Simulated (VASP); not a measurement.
A run of VASP 6.6.1 is set up as follows.

Contents of INCAR:

```
  PREC = Accurate
  ENCUT = 520
  EDIFF = 1E-6
  ISMEAR = 0
  SIGMA = 0.1
  LREAL = F
  LASPH = T
  NELM = 80
  ALGO = Normal
  ISIF = 2
  LWAVE = F
  LCHARG = T
  GGA = PE
  LELF = T
  LVHAR = T
  NBANDS = 31
```

Contents of KPOINTS:

```
Automatic mesh
0
Gamma
  6 6 6
```

File POSCAR:

```
Au3ClO
1.0
    4.5527548685      0.0000000000      0.0000000000
    0.0000000000      4.5527548685      0.0000000000
    0.0000000000      0.0000000000      4.5527548685
Au Cl O
3 1 1
Direct
    0.0000000000      0.5000000000      0.5000000000
    0.5000000000      0.0000000000      0.5000000000
    0.5000000000      0.5000000000      0.0000000000
    0.0000000000      0.0000000000      0.0000000000
    0.5000000000      0.5000000000      0.5000000000
```

Potentials or basis: VASP PAW PBE potentials, release 64 (Au, Cl, O).

The run is started by

```sh
$ cat potpaw_PBE.64/Au/POTCAR potpaw_PBE.64/Cl/POTCAR potpaw_PBE.64/O/POTCAR > POTCAR
$ mpirun -np 1 vasp_std > vasp.out
```

Task: What does it give for the band gap on the k mesh?

Result: Zero (band 23 reaches 4.80 eV, above the bottom of band 24 at 3.48 eV).

Task: Estimate the pressure.

Result: -0.1 GPa.

Caveat: spin-orbit coupling is left out, which moves the levels of the heavy elements.
